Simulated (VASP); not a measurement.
Runs of VASP 6.6.1 on AgO. The structure is that of space group I-4m2 (No. 119), or close to it. The cells are those of the table. 

| cell | gap on the mesh (eV) | pressure (GPa) |
| --- | --- | --- |
| a = 3.670, b = 3.670, c = 3.916 Å, angles 57.8, 57.8, 64.5°, 2 atoms | none | (b) |
| a = 3.280, b = 3.280, c = 3.150 Å, angles 61.3, 61.3, 57.4°, 2 atoms | none | 45.5 |
| a = 3.470, b = 3.470, c = 3.533 Å, angles 59.4, 59.4, 61.2°, 2 atoms | none | 0.7 |
| a = 3.602, b = 3.602, c = 3.789 Å, angles 58.3, 58.3, 63.5°, 2 atoms | none | (a) |
| a = 3.160, b = 3.160, c = 2.895 Å, angles 62.7, 62.7, 54.5°, 2 atoms | none | 113.5 |

Alike in all rows: task single point; level PBEsol; potentials or basis VASP PAW PBE potentials, release 64 (Ag, O); no spin polarisation; k mesh 18 × 18 × 18; cutoff (eV) 520; smearing gaussian 0.15 eV.

Task: Estimate the missing entries.

Result: (a) -10.7; (b) -13.5.

Caveats: the PAW data sets were made with another functional, which shifts forces and pressure a little; an odd number of electrons without spin polarisation forces a metal; a magnetic or distorted state may lie lower; the cell stands under tension (at least some runs); the stress differs along the axes, from 43 to 50 GPa (at least some runs); the stress differs along the axes, from 102 to 136 GPa (at least some runs).

A k mesh can miss the band edges, and the runs leave out spin-orbit coupling on Ag.

A gap of «none» marks levels without a gap at the run's occupations.
